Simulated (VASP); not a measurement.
A run of VASP 6.6.1 is set up as follows.

INCAR

```
SYSTEM = HPbNO4
ALGO = Normal ; EDIFF = 1E-7
ENCUT = 520 ; GGA = PE
ISIF = 2 ; ISMEAR = -1
LASPH = .TRUE. ; LCHARG = .FALSE.
LREAL = .FALSE. ; LWAVE = .FALSE.
NBANDS = 31 ; NELM = 60
PREC = Accurate ; SIGMA = 0.05
```

The input KPOINTS:

```
k-points
0
G
  7 7 5
  0 0 0
```

Contents of POSCAR:

```
HPbNO4
1.0
    4.1182485721      0.0000000000      0.0000000000
    1.9804488277      3.7611404561      0.0000000000
    2.0050756225      1.2528906330      6.1530938164
H Pb N O
1 1 1 4
Direct
    0.8914500000      0.6820200000      0.6279600000
    0.1442600000      0.9287200000      0.8835200000
    0.2567000000      0.2886100000      0.3017100000
    0.8310800000      0.6505600000      0.7840500000
    0.3869400000      0.2238000000      0.1129500000
    0.3110400000      0.0357600000      0.4585600000
    0.0772600000      0.6063300000      0.3227500000
```

Potentials or basis: VASP PAW PBE potentials, release 64 (H, Pb_d, N, O).

The run is started by

```sh
$ cat potpaw_PBE.64/H/POTCAR potpaw_PBE.64/Pb_d/POTCAR potpaw_PBE.64/N/POTCAR potpaw_PBE.64/O/POTCAR > POTCAR
$ mpirun -np 1 vasp_std > vasp.out
```

Question: What does it give for the pressure?

Answer: 7.5 GPa.

Question: What does it give for the band gap on the k mesh?

Answer: 2.83 eV (least direct gap 2.86 eV).

Forces on the atoms (eV/Å):
```
H   -0.005 -0.090 -1.072
Pb   0.016  0.161  0.086
N    0.011 -0.132 -0.313
O   -0.016  0.000  0.885
O    0.053 -0.797 -1.713
O    0.072 -1.438  1.804
O   -0.130  2.296  0.323
```

Caveat: the standard files for N, O and F lose accuracy on very short bonds; the cell stands under pressure; spin-orbit coupling is left out, which moves the levels of the heavy elements; an odd mesh through Γ misses points on the zone boundary, where band edges can lie; forces of over 1 eV/Å act on the atoms, so gaps and moduli don't describe the material at rest.
